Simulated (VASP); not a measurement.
## Co: relaxation of cell and atoms with PBEsol

The system is Co.

```
CELL_PARAMETERS angstrom
0.00000 3.06127 3.06127
3.06127 0.00000 3.06127
3.06127 3.06127 0.00000
ATOMIC_POSITIONS crystal
Co 0.00000 0.00000 0.00000
Co 0.25000 0.25000 0.25000
```

| Property | Result |
| --- | --- |
| Program | VASP 6.6.1 |
| Task | relaxation of cell and atoms |
| Functional | PBEsol |
| Potentials or basis | VASP PAW PBE potentials, release 64 (Co) |
| Cutoff | 600 eV |
| k mesh | 6 × 6 × 6 |
| Occupations | gaussian, width 0.1 eV |
| Spin | collinear spin, ferromagnetic start |
| Starting moments | [2.28, 2.28] μB |
| Dipole correction | no |
| Further INCAR settings | ALGO = Normal; EDIFF = 1e-06; IBRION = 2; EDIFFG = -0.05; NSW = 80; ISIF = 3 |

The relaxed volume is 15.40 Å³/atom, the relaxed cell is a = 3.518 Å, b = 3.518 Å, c = 3.518 Å, α = 60.00°, β = 60.00°, γ = 60.00° and the space group after relaxing (to 0.05 Å) is Fd-3m (No. 227). The energy gained by relaxing is 1252.1 meV/atom. The ionic steps are 6, the pressure after relaxing is 0.0 GPa and the net moment is -3.30 μB per cell. The site moments are Co -1.64 μB and the valence electrons inside the program's atomic spheres are Co 8.28.

Step by step:
| step | energy change (eV) | largest force (eV/Å) | pressure (GPa) | volume (Å³) |
| --- | --- | --- | --- | --- |
| 1 | 0.0000 | 0.0000 | -16.42 | 57.38 |
| 2 | -2.2394 | 0.0000 | -13.07 | 36.26 |
| 3 | -2.5039 | 0.0000 | -0.62 | 30.97 |
| 4 | -2.5034 | 0.0000 | 1.04 | 30.55 |
| 5 | -2.5036 | 0.0000 | -0.84 | 31.01 |
| 6 | -2.5042 | 0.0000 | 0.04 | 30.79 |

Final structure:
```
Co
1.0
     0.00000    2.48773    2.48773
     2.48773    0.00000    2.48773
     2.48773    2.48773    0.00000
Co
2
Cartesian
  2.4877 2.4877 0.0000
  1.2439 1.2439 1.2439
```

Levels at points of the mesh, in eV from the Fermi level:
Spin up:
| k point | band 3 | band 4 | band 5 | band 6 | band 7 | band 8 | band 9 | band 10 | band 11 | band 12 |
| --- | --- | --- | --- | --- | --- | --- | --- | --- | --- | --- |
| (0.00, 0.00, 0.00) | -1.86 | -1.80 | -1.80 | -1.80 | 0.03 | 0.03 | 0.03 | 1.54 | 1.54 | 13.29 |
| (0.50, 0.00, 0.00) | -1.78 | -1.78 | -1.75 | -1.75 | -1.12 | 0.59 | 0.59 | 1.25 | 1.25 | 2.36 |
| (0.50, 0.50, 0.00) | -1.67 | -1.67 | -1.36 | -1.36 | -0.12 | -0.12 | 1.41 | 1.41 | 2.63 | 2.63 |
Spin down:
```tsv
k point	band 8	band 9	band 10	band 11	band 12	band 13	band 14	band 15
(0.00, 0.00, 0.00)	-1.52	-1.52	-0.42	-0.42	12.81	12.81	12.81	13.14
(0.50, 0.00, 0.00)	-1.19	-1.19	-0.52	-0.52	0.96	9.35	9.35	12.45
(0.50, 0.50, 0.00)	-1.89	-0.35	-0.35	1.43	1.43	4.79	4.79	10.08
```

Run time: 3.9 min on 1 thread of AMD EPYC 7R43 64-Core Processor (Zen 3) (shared host), peak memory 0.22 GiB.

Caveat: the volume moved by over 15 % at a fixed basis, so the end points are rough; the PAW data sets were made with another functional, which shifts forces and pressure a little.
